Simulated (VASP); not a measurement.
Input of a VASP 6.6.1 run:

Contents of POSCAR:

```
Cu
1.0
    2.5367342264      0.0000000000      0.0000000000
   -1.2683671132      2.1968762827      0.0000000000
    0.0000000000      0.0000000000      8.2217085278
Cu
4
Direct
    0.0000000000      0.0000000000      0.0000000000
    0.0000000000      0.0000000000      0.5000000000
    0.3333333333      0.6666666667      0.2500000000
    0.6666666667      0.3333333333      0.7500000000
```

Contents of INCAR.step1:

```
SYSTEM = Cu
ALGO     = Normal         ! electronic algorithm
EDIFF    = 1E-4           ! SCF threshold, eV
ENCUT    = 600            ! plane-wave cutoff, eV
GGA      = PE             ! functional
ISMEAR   = 0              ! smearing method
KPAR     = 4            
LASPH    = .True.         ! aspherical terms in the spheres
LCHARG   = .False.        ! write CHGCAR
LREAL    = .False.        ! projectors in reciprocal space
LWAVE    = .True.         ! write WAVECAR
NELM     = 100            ! most SCF steps
PREC     = Accurate       ! precision mode
SIGMA    = 0.1            ! smearing width, eV
```

The input INCAR.step2:

```
SYSTEM = Cu
ALGO     = Normal         ! electronic algorithm
EDIFF    = 1E-7           ! SCF threshold, eV
EDIFFG   = -0.01          ! ionic threshold
ENCUT    = 600            ! plane-wave cutoff, eV
IBRION   = 2              ! ionic algorithm
ISIF     = 3              ! what is computed and relaxed
ISMEAR   = 0              ! smearing method
ISTART   = 1            
KPAR     = 4            
LASPH    = .True.         ! aspherical terms in the spheres
LCHARG   = .False.        ! write CHGCAR
LMIXTAU  = .True.       
LREAL    = .False.        ! projectors in reciprocal space
LWAVE    = .False.        ! write WAVECAR
METAGGA  = R2SCAN         ! meta-GGA
NELM     = 100            ! most SCF steps
NSW      = 80             ! ionic steps
PREC     = Accurate       ! precision mode
SIGMA    = 0.1            ! smearing width, eV
```

Contents of KPOINTS:

```
k-points
0
Gamma
  18 18 6
  0 0 0
```

Potentials or basis: VASP PAW PBE potentials, release 64 (Cu).

Command:

```sh
$ cat potpaw_PBE.64/Cu/POTCAR > POTCAR
$ cp INCAR.step1 INCAR
$ mpirun -np 4 vasp_std > vasp.out
$ cp INCAR.step2 INCAR
$ mpirun -np 4 vasp_std > vasp.out
```

Problem. Predict the band gap on the k mesh.

Solution. Zero (bands 22 and 23 overlap by 5.45 eV).

Problem. Predict the relaxed cell.

Solution. a = 2.533 Å, b = 2.533 Å, c = 8.276 Å, α = 90.00°, β = 90.00°, γ = 120.00°.

Problem. Predict the space group after relaxing (to 0.1 Å).

Solution. P6_3/mmc (No. 194).

Final structure:
```
CELL_PARAMETERS angstrom
2.53257 0.00000 0.00000
-1.26628 2.19327 0.00000
0.00000 0.00000 8.27558
ATOMIC_POSITIONS crystal
Cu 0.00000 0.00000 0.00000
Cu 0.00000 0.00000 0.50000
Cu 0.33333 0.66667 0.25000
Cu 0.66667 0.33333 0.75000
```
